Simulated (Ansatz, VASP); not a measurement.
# One calculation of Mg2ZnN2, two programs

```
CELL_PARAMETERS angstrom
-1.57904 1.57904 6.12163
1.57904 -1.57904 6.12163
1.57904 1.57904 -6.12163
ATOMIC_POSITIONS crystal
Mg 0.32786 0.32786 0.00000
Mg 0.67214 0.67214 0.00000
Zn 0.00000 0.00000 0.00000
N 0.15056 0.15056 0.00000
N 0.84944 0.84944 0.00000
```

Alike in both runs: functional PBE; k mesh 16 × 16 × 16; no spin polarisation.

Ansatz relaxed the structure, and its values are those at the end. VASP's run is a single point on that final structure, the one shown.

|  | VASP | Ansatz |
| --- | --- | --- |
| version | VASP 6.6.1 | Ansatz 0.2.0 |
| potentials or method | VASP PAW PBE potentials, release 64 (Mg, Zn, N), cutoff 520 eV | scalar-relativistic, plane waves, PAW |
| occupations | gaussian, width 0.01 eV | fixed |
| valence electrons in the cell | 26 | 42 |

```csv
,VASP,Ansatz,Ansatz less VASP
gap on the k mesh at the Fermi level (eV),0.49,0.49,+0.002
least direct gap on the mesh (eV),0.57,0.57,+0.002
pressure (GPa),0.0,0.0,-0.03
rms of the force components (eV/Å),0.045,0.000,-0.0447
```

VASP's potentials hold 26 valence electrons a cell and Ansatz's 42, so a difference there can come from the potentials and not from the codes.
